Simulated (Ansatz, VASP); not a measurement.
**Two plane-wave programs on BP**

POSCAR

```
BP
1.0
    0.0000000000      2.5469946025      1.8007251840
    2.5469946025      0.0000000000      1.8007251840
    2.5469946025      2.5469946025      0.0000000000
B P
1 1
Direct
    0.0000000000      0.0000000000      0.0000000000
    0.7500000000      0.7500000000      0.7500000000
```

INCAR.step1

```
PREC = Accurate
ENCUT = 520
ISMEAR = 0
SIGMA = 0.05
LREAL = F
LASPH = T
NELM = 100
NBANDS = 11
GGA = PE
ALGO = Normal
EDIFF = 1E-4
LWAVE = T
LCHARG = F
```

File INCAR.step2:

```
PREC = Accurate
ENCUT = 520
EDIFF = 1E-6
ISMEAR = 0
SIGMA = 0.05
LREAL = F
LASPH = T
NELM = 100
ALGO = Normal
ISIF = 2
LWAVE = F
LCHARG = F
METAGGA = R2SCAN
LMIXTAU = T
NBANDS = 11
ISTART = 1
```

File KPOINTS:

```
regular mesh
0
Gamma
  12 12 12
```

Input for Ansatz:

```yaml
crystal:
  lattice:
    - [0.0, 2.5469946025, 1.800725184]
    - [2.5469946025, 0.0, 1.800725184]
    - [2.5469946025, 2.5469946025, 0.0]
  atoms:
    - { symbol: B, position: [0.0, 0.0, 0.0] }
    - { symbol: P, position: [0.75, 0.75, 0.75] }
basis:
  ecutwfc: 500
kpoints:
  mp_grid: { grid: [12, 12, 12] }
hamiltonian:
  xc: r2scan
scf:
  occupations: { method: gaussian, width: 0.05 }
output:
  forces: true
  stress: true
  eigenvalues: true
```

Alike in both runs: task single point; functional r2SCAN; k mesh 12 × 12 × 12; occupations gaussian, width 0.05 eV; no spin polarisation.

```csv
,VASP,Ansatz
version,VASP 6.6.1,Ansatz 0.2.0
potentials or method,"VASP PAW PBE potentials, release 64 (B, P), cutoff 520 eV","scalar-relativistic, plane waves, PAW"
valence electrons in the cell,8,8
```

Ansatz gave:

```
gap on the k mesh at the Fermi level (eV)                     : none
pressure (GPa)                                                : -4.2
traceless stress, the component that is largest in VASP (GPa) : 31.85
```

Problem. Estimate VASP's values.

Solution. gap on the k mesh at the Fermi level (eV): none; pressure (GPa): -4.7; traceless stress, the component that is largest in VASP (GPa): 32.07.

VASP's potentials were made for PBE, not for r2SCAN. A gap of «none» marks a metal or a gap that the smearing closes.
